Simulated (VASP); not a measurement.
# BeZn2TeS2: relaxation of cell and atoms with PBE

BeZn2TeS2:

```xyz
6
Lattice="5.7807 0.0000 0.0000 0.0000 5.7807 0.0000 0.0000 0.0000 3.3862" Properties=species:S:1:pos:R:3 pbc="T T T"
Be    0.0000    0.0000    0.0000
Zn    0.0000    2.8904    0.0000
Zn    2.8904    0.0000    0.0000
Te    2.8904    2.8904    0.0000
S     0.0000    2.8904    1.6931
S     2.8904    0.0000    1.6931
```

- Program: VASP 6.6.1
- Task: relaxation of cell and atoms
- Functional: PBE
- Potentials or basis: VASP PAW PBE potentials, release 64 (Be, Zn, Te, S)
- Cutoff: 600 eV
- k mesh: 4 × 4 × 6
- Occupations: gaussian, width 0.1 eV
- Spin: no spin polarisation
- Dipole correction: no
- Further INCAR settings: ALGO = Normal; EDIFF = 1e-06; IBRION = 2; EDIFFG = -0.04; NSW = 90; ISIF = 3

| Item | Value |
| --- | --- |
| Relaxed volume | 22.51 Å³/atom |
| Relaxed cell | a = 5.456 Å, b = 5.456 Å, c = 4.538 Å, α = 90.00°, β = 90.00°, γ = 90.00° |
| Space group after relaxing (to 0.05 Å) | P4/mmm (No. 123) |
| Energy gained by relaxing | 2092.2 meV/atom |
| Ionic steps | 13 |
| Pressure after relaxing | 0.0 GPa |
| Band gap on the k mesh | zero (band 22 reaches 3.33 eV, above the bottom of band 23 at 2.65 eV) |

Step by step:
| step | energy change (eV) | largest force (eV/Å) | pressure (GPa) | volume (Å³) |
| --- | --- | --- | --- | --- |
| 1 | 0.0000 | 0.0000 | 63.00 | 113.16 |
| 2 | -5.6296 | 0.0000 | -10.07 | 245.79 |
| 3 | -11.9668 | 0.0000 | -5.54 | 165.54 |
| 4 | -12.1190 | 0.0000 | -4.72 | 161.91 |
| 5 | -12.2655 | 0.0000 | -1.58 | 152.61 |
| 6 | -12.2706 | 0.0000 | -2.32 | 154.33 |
| 7 | -12.2703 | 0.0000 | -1.97 | 153.49 |
| 8 | -12.4090 | 0.0000 | -1.38 | 147.04 |
| 9 | -12.5415 | 0.0000 | 0.16 | 136.58 |
| 10 | -12.5471 | 0.0000 | 0.76 | 133.46 |
| 11 | -12.5476 | 0.0000 | 0.62 | 134.14 |
| 12 | -12.5506 | 0.0000 | -0.33 | 135.71 |
| 13 | -12.5530 | 0.0000 | 0.02 | 135.07 |

Final structure:
```
CELL_PARAMETERS angstrom
5.45565 0.00000 0.00000
0.00000 5.45565 0.00000
0.00000 0.00000 4.53815
ATOMIC_POSITIONS crystal
Be 0.00000 0.00000 0.00000
Zn 0.00000 0.50000 0.00000
Zn 0.50000 0.00000 0.00000
Te 0.50000 0.50000 0.00000
S 0.00000 0.50000 0.50000
S 0.50000 0.00000 0.50000
```

Levels at points of the mesh, in eV from the Fermi level:
| k point | band 19 | band 20 | band 21 | band 22 | band 23 | band 24 | band 25 | band 26 |
| --- | --- | --- | --- | --- | --- | --- | --- | --- |
| (0.00, 0.00, 0.00) | -1.64 | -1.64 | -0.08 | -0.03 | -0.03 | 0.17 | 2.45 | 2.49 |
| (0.50, 0.00, 0.00) | -1.99 | -1.61 | -0.93 | -0.24 | 0.13 | 0.39 | 1.91 | 3.72 |
| (0.50, 0.50, 0.00) | -1.94 | -0.99 | -0.79 | -0.77 | 0.18 | 2.18 | 2.18 | 3.04 |
| (0.00, 0.00, 0.50) | -1.90 | -1.59 | -0.55 | -0.55 | 0.52 | 0.98 | 0.98 | 2.03 |
| (0.50, 0.00, 0.50) | -1.40 | -1.22 | -1.02 | -0.04 | 0.49 | 0.60 | 2.56 | 3.26 |
| (0.50, 0.50, 0.50) | -0.39 | -0.27 | 0.52 | 0.52 | 1.16 | 3.25 | 3.25 | 4.07 |

Run time: 28 min on 1 thread of AMD EPYC 7R13 (shared host), peak memory 0.29 GiB.

Caveat: the volume moved by over 15 % at a fixed basis, so the end points are rough; spin-orbit coupling is left out, which moves the levels of the heavy elements.
